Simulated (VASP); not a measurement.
Runs of VASP 6.6.1 on CsCaBr3. The structure is that of space group P4/mmm (No. 123), or close to it. The cells are those of the table. 

```tsv
cell	gap on the mesh (eV)	pressure (GPa)
a = 5.709, b = 5.966 Å, 5 atoms	(a)	-2.6
a = 5.709, b = 6.008 Å, 5 atoms	(b)	-2.7
a = 5.709, b = 5.366 Å, 5 atoms	(c)	-0.6
a = 5.709, b = 6.051 Å, 5 atoms	3.86	-2.7
a = 5.709, b = 5.452 Å, 5 atoms	4.19	-1.0
```

Alike in all rows: task single point; level LDA; potentials or basis VASP PAW LDA potentials, release 64 (Cs_sv, Ca_sv, Br); no spin polarisation; k mesh 4 × 4 × 4; cutoff (eV) 520; smearing gaussian 0.05 eV.

Problem. Estimate the missing entries.

Solution. (a) 3.92; (b) 3.89; (c) 4.22.

Caveats: spin-orbit coupling is left out, which moves the levels of the heavy elements.

A k mesh can miss the band edges, and the runs leave out spin-orbit coupling on Br, Cs.
